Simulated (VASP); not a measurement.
Ir, 1 atom in the cell. Symmetry: P6/mmm, No. 191, hexagonal system. Conventional cell: a = 2.502 Å, b = 2.502 Å, c = 2.416 Å, α = 90.00°, β = 90.00°, γ = 120.00°. Ir (site symmetry 6/mmm) has 8 Ir at 2.42 to 2.50 Å within 3.2 Å. This isn't the form of Ir at room conditions, which is fcc.

```yaml
Program: VASP 6.6.1
Task: relaxation of cell and atoms
Functional: LDA
Potentials_or_basis: VASP PAW LDA potentials, release 64 (Ir)
Cutoff: 600 eV
k_mesh: 18 × 18 × 16
Occupations: fermi-dirac, width 0.08 eV
Spin: no spin polarisation
Target_pressure: 68 GPa
Dipole_correction: no
Further_INCAR_settings: ALGO = Normal; EDIFF = 1e-06; IBRION = 2; EDIFFG = -0.005; NSW = 32; ISIF = 3
```

Potentials or basis: VASP PAW LDA potentials, release 64 (Ir).

Launch:

```bash
$ cat potpaw_LDA.64/Ir/POTCAR > POTCAR
$ mpirun -np 1 vasp_std > vasp.out
```

Hardware: 1 thread of Intel(R) Xeon(R) Platinum 8488C (Sapphire Rapids) (shared host).

Question: Estimate the wall time of this run.

Answer: Run time: 62 s on 1 thread of Intel(R) Xeon(R) Platinum 8488C (Sapphire Rapids), with other jobs on the host, peak memory 0.16 GiB. Counts: scf iterations 45, k points 333, ion steps 9.
